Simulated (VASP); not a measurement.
The system is Ti.

```
CELL_PARAMETERS angstrom
0.00000 2.03000 2.03000
2.03000 0.00000 2.03000
2.03000 2.03000 0.00000
ATOMIC_POSITIONS crystal
Ti 0.00000 0.00000 0.00000
```

This isn't the form of Ti at room conditions, which is hcp.

```yaml
Program: VASP 6.6.1
Task: relaxation of cell and atoms
Functional: LDA
Potentials_or_basis: VASP PAW LDA potentials, release 64 (Ti_sv)
Cutoff: 600 eV
k_mesh: 18 × 18 × 18
Occupations: gaussian, width 0.1 eV
Spin: no spin polarisation
```

At the start: pressure -5.1 GPa; volume 16.73 Å³/atom.

Question: How do energy, volume and symmetry change on relaxing?

Answer: Over 3 steps the energy falls by 12.2 meV/atom and the volume is 15.99 Å³/atom (-4.4 %); space group Fm-3m (No. 225, to 0.1 Å) before and after.

Step by step:
| step | energy change (eV) | largest force (eV/Å) | pressure (GPa) | volume (Å³) |
| --- | --- | --- | --- | --- |
| 1 | 0.0000 | 0.0000 | -5.08 | 16.73 |
| 2 | -0.0058 | 0.0000 | 4.12 | 15.48 |
| 3 | -0.0122 | 0.0000 | 0.02 | 15.99 |

Final structure:
```
Ti
1.0
     0.00000    1.99954    1.99954
     1.99954    0.00000    1.99954
     1.99954    1.99954    0.00000
Ti
1
Direct
  0.00000 0.00000 0.00000
```
